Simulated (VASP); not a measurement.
# MoS (F-43m) in VASP: further runs

MoS is run at these levels: r2SCAN; tasks: single point.

All numbers are computed with VASP 6.6.1; they aren't measurements. Logs are shortened: lines on timing, memory, paths and dates and some standing lists are left out, and cuts for length are marked.

### 1 The cell of the first run

It takes space group F-43m (No. 216, cubic). Conventional cell: a = 5.283 Å, b = 5.283 Å, c = 5.283 Å, α = 90.00°, β = 90.00°, γ = 90.00°. Within 3.0 Å of Mo (site symmetry -43m) lie 4 S at 2.29 Å. Within 3.0 Å of S (site symmetry -43m) lie 4 Mo at 2.29 Å.

### 2 Single point, r2SCAN, collinear spin (18.43 Å³/atom)

POSCAR

```
MoS
1.0
    0.0000000000      2.6414646676      2.6414646676
    2.6414646676      0.0000000000      2.6414646676
    2.6414646676      2.6414646676      0.0000000000
Mo S
1 1
Direct
    0.0000000000      0.0000000000      0.0000000000
    0.2500000000      0.2500000000      0.2500000000
```

INCAR.step1

```
ALGO = Normal
EDIFF = 1E-4
ENCUT = 520
GGA = PE
ISMEAR = 0
ISPIN = 2
LASPH = True
LCHARG = False
LMAXMIX = 4
LREAL = False
LWAVE = True
MAGMOM = 0.88 0
NBANDS = 21
NELM = 150
PREC = Accurate
SIGMA = 0.05
```

INCAR.step2

```
ALGO = Normal
EDIFF = 1E-6
ENCUT = 520
ISIF = 2
ISMEAR = 0
ISPIN = 2
ISTART = 1
LASPH = True
LCHARG = False
LMAXMIX = 4
LMIXTAU = True
LORBIT = 11
LREAL = False
LWAVE = False
MAGMOM = 0.88 0
METAGGA = R2SCAN
NBANDS = 21
NELM = 150
PREC = Accurate
SIGMA = 0.05
```

KPOINTS

```
k-points
0
Gamma
  12 12 12
```

Potentials or basis: VASP PAW PBE potentials, release 64 (Mo_sv, S).

The run is started by

```
$ cat potpaw_PBE.64/Mo_sv/POTCAR potpaw_PBE.64/S/POTCAR > POTCAR
$ cp INCAR.step1 INCAR
$ mpirun -np 1 vasp_std > vasp.out
$ cp INCAR.step2 INCAR
$ mpirun -np 1 vasp_std > vasp.out
```

OUTCAR:

```text
EDIFF = 1E-6
   ENCUT = 520
   ISIF = 2
   ISMEAR = 0
   ISPIN = 2
   ISTART = 1
   LASPH = True
   LORBIT = 11
   LREAL = False
   METAGGA = R2SCAN
   NELM = 150
   PREC = Accurate

 ion  position               nearest neighbor table
   1  0.000  0.000  0.000-   2 2.29   2 2.29   2 2.29   2 2.29
   2  0.250  0.250  0.250-   1 2.29   1 2.29   1 2.29   1 2.29

  LATTYP: Found a face centered cubic cell.
 ALAT       =     5.2829293352

  Lattice vectors:

 A1 = (   0.0000000000,   2.6414646676,   2.6414646676)
 A2 = (   2.6414646676,   0.0000000000,   2.6414646676)
 A3 = (   2.6414646676,   2.6414646676,   0.0000000000)

Analysis of symmetry for initial positions (statically):
=====================================================================
 Subroutine PRICEL returns:
 Original cell was already a primitive cell.

 Routine SETGRP: Setting up the symmetry group for a
 face centered cubic supercell.

 Subroutine GETGRP returns: Found 24 space group operations
 (whereof 24 operations were pure point group operations)
 out of a pool of 48 trial point group operations.

The static configuration has the point symmetry T_d .

Analysis of symmetry for dynamics (positions and initial velocities):
=====================================================================
 Subroutine PRICEL returns:
 Original cell was already a primitive cell.

 Routine SETGRP: Setting up the symmetry group for a
 face centered cubic supercell.

 Subroutine GETGRP returns: Found 24 space group operations
 (whereof 24 operations were pure point group operations)
 out of a pool of 48 trial point group operations.

The dynamic configuration has the point symmetry T_d .

Analysis of structural, dynamic, and magnetic symmetry:
=====================================================================
 Subroutine PRICEL returns:
 Original cell was already a primitive cell.

 Routine SETGRP: Setting up the symmetry group for a
 face centered cubic supercell.

 Subroutine GETGRP returns: Found 24 space group operations
 (whereof 24 operations were pure point group operations)
 out of a pool of 48 trial point group operations.

The overall configuration has the point symmetry T_d .

 Subroutine INISYM returns: Found 24 space group operations
 (whereof 24 operations are pure point group operations),
 and found     1 'primitive' translations

----------------------------------------------------------------------------------------

                                     Primitive cell

  volume of cell :      36.8608

  direct lattice vectors                    reciprocal lattice vectors
     0.000000000  2.641464668  2.641464668    -0.189288922  0.189288922  0.189288922
     2.641464668  0.000000000  2.641464668     0.189288922 -0.189288922  0.189288922
     2.641464668  2.641464668  0.000000000     0.189288922  0.189288922 -0.189288922

  length of vectors
     3.735595157  3.735595157  3.735595157     0.327858031  0.327858031  0.327858031

  position of ions in fractional coordinates (direct lattice)
     0.000000000  0.000000000  0.000000000
     0.250000000  0.250000000  0.250000000

  ion indices of the primitive-cell ions
   primitive index   ion index
                 1           1
                 2           2

----------------------------------------------------------------------------------------

 KPOINTS: k-points

Automatic generation of k-mesh.
 Grid dimensions read from file:
 generate k-points for:   12   12   12

 Generating k-lattice:

  Cartesian coordinates                     Fractional coordinates (reciprocal lattice)
    -0.015774077  0.015774077  0.015774077     0.083333333  0.000000000  0.000000000
     0.015774077 -0.015774077  0.015774077     0.000000000  0.083333333  0.000000000
     0.015774077  0.015774077 -0.015774077     0.000000000  0.000000000  0.083333333

  Length of vectors
     0.027321503  0.027321503  0.027321503

  Shift w.r.t. Gamma in fractional coordinates (k-lattice)
     0.000000000  0.000000000  0.000000000

 Subroutine IBZKPT returns following result:
 ===========================================

 Found     72 irreducible k-points:

 Following reciprocal coordinates:
            Coordinates               Weight
  0.000000  0.000000  0.000000      1.000000
  0.083333  0.000000  0.000000      8.000000
  0.166667  0.000000  0.000000      8.000000
  0.250000  0.000000  0.000000      8.000000
  0.333333  0.000000  0.000000      8.000000
  0.416667  0.000000  0.000000      8.000000
[... 16 lines left out ...]
  0.500000  0.166667  0.000000     24.000000
 -0.416667  0.166667  0.000000     24.000000
 [... further k-points ...]
   k-points           NKPTS =     72   k-points in BZ     NKDIM =     72   number of bands    NBANDS=     21
   number of dos      NEDOS =    301   number of ions     NIONS =      2
   total plane-waves  NPLWV =  21952
   dimension x,y,z NGX =    28 NGY =   28 NGZ =   28
   dimension x,y,z NGXF=    56 NGYF=   56 NGZF=   56
[... 27 lines left out ...]
   EFERMI =   0.00;   METHOD = LEGACY
   ISMEAR =     0;   SIGMA  =   0.05  broadening in eV -4-tet -1-fermi 0-gaus
   EFERMI_NEDOS =   21; number of points for ismear=-14 and -15
   IALGO  =     38    algorithm
   IMIX   =      4    mixing-type and parameters
     AMIX     =   0.40;   BMIX     =  1.00
     AMIX_MAG =   1.60;   BMIX_MAG =  1.00
  volume/ion in A,a.u.               =      18.43       124.37
  Fermi-wavevector in a.u.,A,eV,Ry     =   1.335252  2.523261 24.257812  1.782899
  Thomas-Fermi vector in A             =   2.463971
   LORBIT       =     11    0 simple, 1 ext, 2 COOP (PROOUT), +10 PAW based schemes
   METAGGA = R2SCAN    functional components
   LHFCALC =     F    Hartree Fock is set to
   AEXX    =    0.0000 exact exchange contribution
   IVDW    =     0    specifies the selected vdW correction
   LEPSILON=     F    determine dielectric tensor
   LRPA    =     F    only Hartree local field effects (RPA)
 spin polarized calculation
 Gauss-broadening in eV      SIGMA  =   0.05
  energy-cutoff  :      520.00
  volume of cell :       36.86
 maximum number of plane-waves:      1018
   NGX = 13   NGY = 13   NGZ = 13

 number of electron      20.0000000 magnetization       0.0006494

 Free energy of the ion-electron system (eV)
  ---------------------------------------------------
  ext. energy  EPLUGINS =         0.00000000
  ---------------------------------------------------
  free energy    TOTEN  =       -34.20164160 eV

  energy without entropy =      -34.19893143  energy(sigma->0) =      -34.20028651

 E-fermi :   8.4356     XC(G=0): -11.7148

 val. band max:        8.4131209203   @ k =  -0.4167   0.3333   0.0000
 cond. band min:       8.4387561560   @ k =   0.4167   0.2500   0.0000
 fundamental gap:      0.0256352357
 Fermi energy:         8.4355962371

 spin component 1

 k-point     1 :       0.0000    0.0000    0.0000
  band No.  band energies     occupation
      1     -54.3227      1.00000
      2     -27.7736      1.00000
      3     -27.7736      1.00000
      4     -27.7736      1.00000
      5      -7.5372      1.00000
      6       2.2295      1.00000
[... 13 lines left out ...]
     20      23.3113      0.00000
     21      24.1489      0.00000
[... 529 lines left out ...]
 k-point    24 :      -0.4167    0.1667    0.0000
  band No.  band energies     occupation
      1     -54.3134      1.00000
      2     -27.9007      1.00000
      3     -27.8157      1.00000
      4     -27.7976      1.00000
      5      -6.5768      1.00000
      6       2.0734      1.00000
[... 13 lines left out ...]
     20      23.4190      0.00000
     21      26.8252      0.00000

 [... further k-points ...]

 spin component 2

 k-point     1 :       0.0000    0.0000    0.0000
  band No.  band energies     occupation
      1     -54.3223      1.00000
      2     -27.7731      1.00000
      3     -27.7731      1.00000
      4     -27.7731      1.00000
      5      -7.5372      1.00000
      6       2.2296      1.00000
[... 13 lines left out ...]
     20      23.3115      0.00000
     21      24.1490      0.00000
[... 529 lines left out ...]
 k-point    24 :      -0.4167    0.1667    0.0000
  band No.  band energies     occupation
      1     -54.3129      1.00000
      2     -27.9001      1.00000
      3     -27.8151      1.00000
      4     -27.7971      1.00000
      5      -6.5768      1.00000
      6       2.0735      1.00000
[... 13 lines left out ...]
     20      23.4192      0.00000
     21      26.8255      0.00000

 [... further k-points ...]

------------------------ aborting loop because EDIFF is reached ----------------------------------------

  FORCE on cell =-STRESS in cart. coord.  units (eV):
  Direction    XX          YY          ZZ          XY          YZ          ZX
  --------------------------------------------------------------------------------------
  -------------------------------------------------------------------------------------
  Total        0.5852535      0.5852535      0.5852535     -0.0000000     -0.0000000     -0.0000000
  in kB       25.4384228     25.4384228     25.4384228     -0.0000000     -0.0000000     -0.0000000
  external PRESSURE =      25.4384228 kB  Pullay stress =       0.0000000 kB

 VOLUME and BASIS-vectors are now :
 -----------------------------------------------------------------------------
  energy-cutoff  :      520.00
  volume of cell :       36.86
      direct lattice vectors                 reciprocal lattice vectors
     0.000000000  2.641464668  2.641464668    -0.189288922  0.189288922  0.189288922
     2.641464668  0.000000000  2.641464668     0.189288922 -0.189288922  0.189288922
     2.641464668  2.641464668  0.000000000     0.189288922  0.189288922 -0.189288922

 POSITION                                       TOTAL-FORCE (eV/Angst)
 -----------------------------------------------------------------------------------
      0.00000      0.00000      0.00000         0.000000      0.000000      0.000000
      1.32073      1.32073      1.32073        -0.000000     -0.000000     -0.000000
 -----------------------------------------------------------------------------------
    total drift:                               -0.000000     -0.000000     -0.000000

  FREE ENERGIE OF THE ION-ELECTRON SYSTEM (eV)
  ---------------------------------------------------
  free  energy   TOTEN  =       -34.2016415978 eV

  energy  without entropy=      -34.1989314291  energy(sigma->0) =      -34.20028651

 total charge

# of ion       s       p       d       tot
------------------------------------------
    1        2.270   6.140   4.197  12.608
    2        1.307   2.445   0.000   3.752
--------------------------------------------------
tot          3.577   8.586   4.197  16.360

 magnetization (x)

# of ion       s       p       d       tot
------------------------------------------
    1        0.000   0.000   0.001   0.001
    2       -0.000  -0.000   0.000  -0.000
--------------------------------------------------
tot          0.000  -0.000   0.001   0.001
```

Wall time 3.3 min (1 thread of AMD EPYC 9R45 (Zen 5), shared host); peak memory 0.21 GiB.

Results:

```yaml
Free_energy: -34.2016 eV
Pressure: 2.5 GPa
Band_gap_on_the_k_mesh: zero (filled and empty bands overlap)
Net_moment: 0.00 μB per cell
Valence_electrons_inside_the_program's_atomic_spheres: Mo 12.61; S 3.75
```

Levels at points of the mesh, in eV from the Fermi level:
Spin up:
```csv
k point,band 7,band 8,band 9,band 10,band 11,band 12,band 13,band 14
"(0.00, 0.00, 0.00)",-6.21,-6.21,-0.85,-0.85,1.95,4.81,4.81,4.81
"(0.50, 0.00, 0.00)",-5.71,-5.71,-0.30,-0.30,0.05,2.58,2.58,4.61
"(0.50, 0.50, 0.00)",-4.72,-4.72,-1.89,0.14,0.46,0.96,0.96,7.73
```
Spin down:
```
           k point  band 7  band 8  band 9  band 10  band 11  band 12  band 13  band 14
(0.00, 0.00, 0.00)   -6.21   -6.21   -0.85    -0.85     1.95     4.81     4.81     4.81
(0.50, 0.00, 0.00)   -5.71   -5.71   -0.30    -0.30     0.05     2.58     2.58     4.61
(0.50, 0.50, 0.00)   -4.72   -4.72   -1.89     0.14     0.46     0.96     0.96     7.73
```

Caveat: the PAW data sets were made with another functional, which shifts forces and pressure a little.

### 3 Single point, r2SCAN, collinear spin (18.81 Å³/atom)

This run uses another cell than the first one, of 18.81 Å³/atom.

POSCAR

```
MoS
1.0
    0.0000000000      2.6596822410      2.6596822410
    2.6596822410      0.0000000000      2.6596822410
    2.6596822410      2.6596822410      0.0000000000
Mo S
1 1
Direct
    0.0000000000      0.0000000000      0.0000000000
    0.2500000000      0.2500000000      0.2500000000
```

INCAR.step1

```
ALGO     = Normal         # electronic algorithm
EDIFF    = 1E-4           # SCF threshold, eV
ENCUT    = 520            # plane-wave cutoff, eV
GGA      = PE             # functional
ISMEAR   = 0              # smearing method
ISPIN    = 2              # spin polarisation
LASPH    = True           # aspherical terms in the spheres
LCHARG   = False          # write CHGCAR
LMAXMIX  = 4              # l up to which the mixer works
LREAL    = False          # projectors in reciprocal space
LWAVE    = True           # write WAVECAR
MAGMOM   = 0.9 0          # initial moments
NBANDS   = 21             # bands
NELM     = 150            # most SCF steps
PREC     = Accurate       # precision mode
SIGMA    = 0.05           # smearing width, eV
```

INCAR.step2

```
ALGO     = Normal         # electronic algorithm
EDIFF    = 1E-7           # SCF threshold, eV
ENCUT    = 520            # plane-wave cutoff, eV
ISIF     = 2              # what is computed and relaxed
ISMEAR   = 0              # smearing method
ISPIN    = 2              # spin polarisation
ISTART   = 1            
LASPH    = True           # aspherical terms in the spheres
LCHARG   = False          # write CHGCAR
LMAXMIX  = 4              # l up to which the mixer works
LMIXTAU  = True         
LORBIT   = 11             # projections on sites
LREAL    = False          # projectors in reciprocal space
LWAVE    = False          # write WAVECAR
MAGMOM   = 0.9 0          # initial moments
METAGGA  = R2SCAN         # meta-GGA
NBANDS   = 21             # bands
NELM     = 150            # most SCF steps
PREC     = Accurate       # precision mode
SIGMA    = 0.05           # smearing width, eV
```

KPOINTS is that of step 2.

Potentials or basis: VASP PAW PBE potentials, release 64 (Mo_sv, S).

The run is started by

```
$ cat potpaw_PBE.64/Mo_sv/POTCAR potpaw_PBE.64/S/POTCAR > POTCAR
$ cp INCAR.step1 INCAR
$ mpirun -np 1 vasp_std > vasp.out
$ cp INCAR.step2 INCAR
$ mpirun -np 1 vasp_std > vasp.out
```

Wall time 3.6 min (1 thread of AMD EPYC 9R45 (Zen 5), shared host); peak memory 0.21 GiB.

It converged, with:

| Quantity | Value |
| --- | --- |
| Free energy | -34.2066 eV |
| Pressure | -0.5 GPa |
| Band gap on the k mesh | zero (filled and empty bands overlap) |
| Net moment | 0.02 μB per cell |
| Valence electrons inside the program's atomic spheres | Mo 12.56; S 3.74 |

Levels at points of the mesh, in eV from the Fermi level:
Spin up:
```csv
k point,band 7,band 8,band 9,band 10,band 11,band 12,band 13,band 14
"(0.00, 0.00, 0.00)",-6.11,-6.11,-0.83,-0.83,1.89,4.71,4.71,4.71
"(0.50, 0.00, 0.00)",-5.63,-5.63,-0.30,-0.30,0.04,2.52,2.52,4.57
"(0.50, 0.50, 0.00)",-4.69,-4.69,-1.82,0.11,0.43,0.94,0.94,7.53
```
Spin down:
| k point | band 8 | band 9 | band 10 | band 11 | band 12 | band 13 |
| --- | --- | --- | --- | --- | --- | --- |
| (0.00, 0.00, 0.00) | -6.10 | -0.81 | -0.81 | 1.89 | 4.71 | 4.71 |
| (0.50, 0.00, 0.00) | -5.63 | -0.28 | -0.28 | 0.05 | 2.53 | 2.53 |
| (0.50, 0.50, 0.00) | -4.69 | -1.82 | 0.13 | 0.46 | 0.95 | 0.95 |

Caveat: the PAW data sets were made with another functional, which shifts forces and pressure a little.

### 4 Single point, r2SCAN, collinear spin

This run uses another cell than the first one, of 19.01 Å³/atom.

POSCAR

```
MoS
1.0
    0.0000000000      2.6688155122      2.6688155122
    2.6688155122      0.0000000000      2.6688155122
    2.6688155122      2.6688155122      0.0000000000
Mo S
1 1
Direct
    0.0000000000      0.0000000000      0.0000000000
    0.2500000000      0.2500000000      0.2500000000
```

INCAR.step1

```
ALGO     = Normal         # electronic algorithm
EDIFF    = 1E-4           # SCF threshold, eV
ENCUT    = 520            # plane-wave cutoff, eV
GGA      = PE             # functional
ISMEAR   = 0              # smearing method
ISPIN    = 2              # spin polarisation
LASPH    = T              # aspherical terms in the spheres
LCHARG   = F              # write CHGCAR
LMAXMIX  = 4              # l up to which the mixer works
LREAL    = F              # projectors in reciprocal space
LWAVE    = T              # write WAVECAR
MAGMOM   = 3 0            # initial moments
NBANDS   = 21             # bands
NELM     = 150            # most SCF steps
PREC     = Accurate       # precision mode
SIGMA    = 0.05           # smearing width, eV
```

INCAR.step2

```
ALGO     = Normal         # electronic algorithm
EDIFF    = 1E-6           # SCF threshold, eV
ENCUT    = 520            # plane-wave cutoff, eV
ISIF     = 2              # what is computed and relaxed
ISMEAR   = 0              # smearing method
ISPIN    = 2              # spin polarisation
ISTART   = 1            
LASPH    = T              # aspherical terms in the spheres
LCHARG   = T              # write CHGCAR
LELF     = T              # ELF
LMAXMIX  = 4              # l up to which the mixer works
LMIXTAU  = T            
LORBIT   = 11             # projections on sites
LREAL    = F              # projectors in reciprocal space
LVHAR    = T            
LWAVE    = F              # write WAVECAR
MAGMOM   = 3 0            # initial moments
METAGGA  = R2SCAN         # meta-GGA
NBANDS   = 21             # bands
NELM     = 150            # most SCF steps
PREC     = Accurate       # precision mode
SIGMA    = 0.05           # smearing width, eV
```

KPOINTS is that of step 3.

The run is started by

```
$ cat potpaw_PBE.64/Mo_sv/POTCAR potpaw_PBE.64/S/POTCAR > POTCAR
$ cp INCAR.step1 INCAR
$ mpirun -np 1 vasp_std > vasp.out
$ cp INCAR.step2 INCAR
$ mpirun -np 1 vasp_std > vasp.out
```

Run time: 4 min. Hardware: 1 thread of AMD EPYC 9R45 (Zen 5), shared host; peak memory 0.21 GiB.

It converged, with:

```
Free energy                                           : -34.2037 eV
Pressure                                              : -1.9 GPa
Band gap on the k mesh                                : zero (filled and empty bands overlap)
Net moment                                            : 0.00 μB per cell
Valence electrons inside the program's atomic spheres : Mo 12.54; S 3.73
```

Levels at points of the mesh, in eV from the Fermi level:
Spin up:
```
           k point  band 7  band 8  band 9  band 10  band 11  band 12  band 13  band 14
(0.00, 0.00, 0.00)   -6.06   -6.06   -0.80    -0.80     1.86     4.66     4.66     4.66
(0.50, 0.00, 0.00)   -5.59   -5.59   -0.28    -0.28     0.05     2.50     2.50     4.55
(0.50, 0.50, 0.00)   -4.67   -4.67   -1.78     0.11     0.44     0.94     0.94     7.44
```
Spin down:
| k point | band 8 | band 9 | band 10 | band 11 | band 12 | band 13 |
| --- | --- | --- | --- | --- | --- | --- |
| (0.00, 0.00, 0.00) | -6.06 | -0.80 | -0.80 | 1.86 | 4.66 | 4.66 |
| (0.50, 0.00, 0.00) | -5.59 | -0.28 | -0.28 | 0.05 | 2.50 | 2.50 |
| (0.50, 0.50, 0.00) | -4.67 | -1.78 | 0.11 | 0.43 | 0.94 | 0.94 |

Caveat: the PAW data sets were made with another functional, which shifts forces and pressure a little.

### 5 The runs side by side

| cell | gap on the mesh (eV) | pressure (GPa) | moment (μB) |
| --- | --- | --- | --- |
| a = 3.736 Å, angles 60.0°, 2 atoms | none | 2.5 | 0.00 |
| a = 3.761 Å, angles 60.0°, 2 atoms | none | -0.5 | 0.02 |
| a = 3.774 Å, angles 60.0°, 2 atoms | none | -1.9 | 0.00 |

Alike in all rows: task single point; level r2SCAN; potentials or basis VASP PAW PBE potentials, release 64 (Mo_sv, S); spin collinear; k mesh 12 × 12 × 12; cutoff (eV) 520; smearing gaussian 0.05 eV.

Caveats: the PAW data sets were made with another functional, which shifts forces and pressure a little.

Absolute energies hang on the potentials; compare differences alone.

The gap in the log of VASP goes by the Fermi energy; the results here count the filled bands.